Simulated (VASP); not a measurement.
ZrS2: single point with r2SCAN

ZrS2:

```
Zr S
1.0
     3.67440    0.00000    0.00000
    -1.83720    3.18212    0.00000
     0.00000    0.00000    5.85686
Zr S
1 2
Cartesian
  0.0000 0.0000 0.0000
  0.0000 2.1214 1.4421
  1.8372 1.0607 4.4147
```

```yaml
Program: VASP 6.6.1
Task: single point
Functional: r2SCAN
Potentials_or_basis: VASP PAW PBE potentials, release 64 (Zr_sv, S)
Cutoff: 550 eV
k_mesh: 6 × 6 × 2
Occupations: gaussian, width 0.01 eV
Spin: no spin polarisation
Dipole_correction: no
Further_INCAR_settings: ALGO = Normal; EDIFF = 1e-06; NBANDS = 19
```

```
Pressure               : 1.0 GPa
Largest force          : 0.047 eV/Å
Band gap on the k mesh : 1.19 eV, indirect (least direct gap 1.81 eV)
```

Forces in eV/Å, atoms in the order of the input:
```
Zr   0.000  0.000  0.000
S    0.000  0.000 -0.047
S    0.000  0.000  0.047
```

Levels at points of the mesh, in eV from the valence-band top:
| k point | band 10 | band 11 | band 12 | band 13 | band 14 | band 15 |
| --- | --- | --- | --- | --- | --- | --- |
| (0.00, 0.00, 0.00) | -0.19 | -0.19 | 0.00 | 1.81 | 1.81 | 2.67 |
| (0.50, 0.00, 0.00) | -2.56 | -1.95 | -1.38 | 1.36 | 3.56 | 3.86 |
| (0.00, 0.00, 0.50) | -1.87 | -0.34 | -0.34 | 1.77 | 1.77 | 3.05 |
| (0.50, 0.00, 0.50) | -2.38 | -1.09 | -0.84 | 1.19 | 3.54 | 3.86 |

Run time: 48 s on 1 thread of Intel(R) Xeon(R) Platinum 8559C (Emerald Rapids), on a shared host, peak memory 0.19 GiB.

Caveat: the k points lie up to 0.54 Å⁻¹ apart; the PAW data sets were made with another functional, which shifts forces and pressure a little. A k mesh can miss the band edges.
